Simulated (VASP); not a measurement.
Set up this calculation in VASP 6.6.1, as the native input.

| Property | Result |
| --- | --- |
| Task | single point |
| Functional | PBE |
| Potentials or basis | VASP PAW PBE potentials, release 64 (Al, Cu) |
| Cutoff | 520 eV |
| k mesh | 14 × 14 × 14 |
| Occupations | gaussian, width 0.3 eV |
| Spin | no spin polarisation |
| Dipole correction | no |
| Further INCAR settings | ALGO = Fast; EDIFF = 1e-06; NBANDS = 26 |

The structure of Al2Cu lies in POSCAR:

```
Al2Cu
1.0
   -3.0291196053      3.0291196053      2.4386521839
    3.0291196053     -3.0291196053      2.4386521839
    3.0291196053      3.0291196053     -2.4386521839
Al Cu
4 2
Direct
    0.6584547444      0.1584547444      0.8169094889
    0.1584547444      0.3415452556      0.5000000000
    0.3415452556      0.8415452556      0.1830905111
    0.8415452556      0.6584547444      0.5000000000
    0.2500000000      0.2500000000      0.0000000000
    0.7500000000      0.7500000000      0.0000000000
```

One way to write it, as run:

INCAR

```
PREC = Accurate
ENCUT = 520
EDIFF = 1E-6
ISMEAR = 0
SIGMA = 0.3
LREAL = False
LASPH = True
NELM = 60
ALGO = Fast
ISIF = 2
LWAVE = False
LCHARG = False
GGA = PE
NBANDS = 26
```

KPOINTS

```
Automatic mesh
0
Gamma
  14 14 14
```

Potentials or basis: VASP PAW PBE potentials, release 64 (Al, Cu).

Launch:

```bash
$ cat potpaw_PBE.64/Al/POTCAR potpaw_PBE.64/Cu/POTCAR > POTCAR
$ mpirun -np 1 vasp_std > vasp.out
```

Results of the run:

| Quantity | Value |
| --- | --- |
| Pressure | 0.1 GPa |
| Band gap on the k mesh | zero (bands 17 and 18 overlap by 4.16 eV) |

Caveat: so wide a smearing shifts energies and pressures.

Run time: 11 min on 1 thread of Intel(R) Xeon(R) Platinum 8488C (Sapphire Rapids), on a shared host, peak memory 0.59 GiB.
